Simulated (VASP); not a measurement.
Here is a VASP 6.6.1 calculation.

The input POSCAR:

```
Te2Mo
1.0
    3.4875546084      0.0000000000      0.0000000000
   -1.7437773042      3.0203108879      0.0000000000
    0.0000000000      0.0000000000     17.1663236088
Te Mo
2 1
Direct
    0.3333333333      0.6666666667      0.1021445500
    0.3333333333      0.6666666667      0.8978554500
    0.0000000000      0.0000000000      0.0000000000
```

File INCAR.step1:

```
SYSTEM = Te2Mo
  PREC = Accurate
  ENCUT = 520
  ISMEAR = -1
  SIGMA = 0.05
  LREAL = .False.
  LASPH = .True.
  NELM = 100
  NBANDS = 20
  GGA = PE
  ALGO = Normal
  EDIFF = 1E-4
  LWAVE = .True.
  LCHARG = .False.
```

File INCAR.step2:

```
SYSTEM = Te2Mo
  PREC = Accurate
  ENCUT = 520
  EDIFF = 1E-6
  ISMEAR = -1
  SIGMA = 0.05
  LREAL = .False.
  LASPH = .True.
  NELM = 100
  ALGO = Normal
  ISIF = 2
  LWAVE = .False.
  LCHARG = .False.
  METAGGA = R2SCAN
  LMIXTAU = .True.
  NBANDS = 20
  ISTART = 1
```

File KPOINTS:

```
Automatic mesh
0
Gamma
  9 9 2
  0 0 0
```

Potentials or basis: VASP PAW PBE potentials, release 64 (Te, Mo_sv).

The run is started by

```console
$ cat potpaw_PBE.64/Te/POTCAR potpaw_PBE.64/Mo_sv/POTCAR > POTCAR
$ cp INCAR.step1 INCAR
$ mpirun -np 1 vasp_std > vasp.out
$ cp INCAR.step2 INCAR
$ mpirun -np 1 vasp_std > vasp.out
```

(1) Estimate the largest force.

(2) What does it give for the band gap on the k mesh?

## Answers

(1) 1.012 eV/Å.

(2) 1.23 eV.

Caveat: the PAW data sets were made with another functional, which shifts forces and pressure a little; spin-orbit coupling is left out, which moves the levels of the heavy elements.
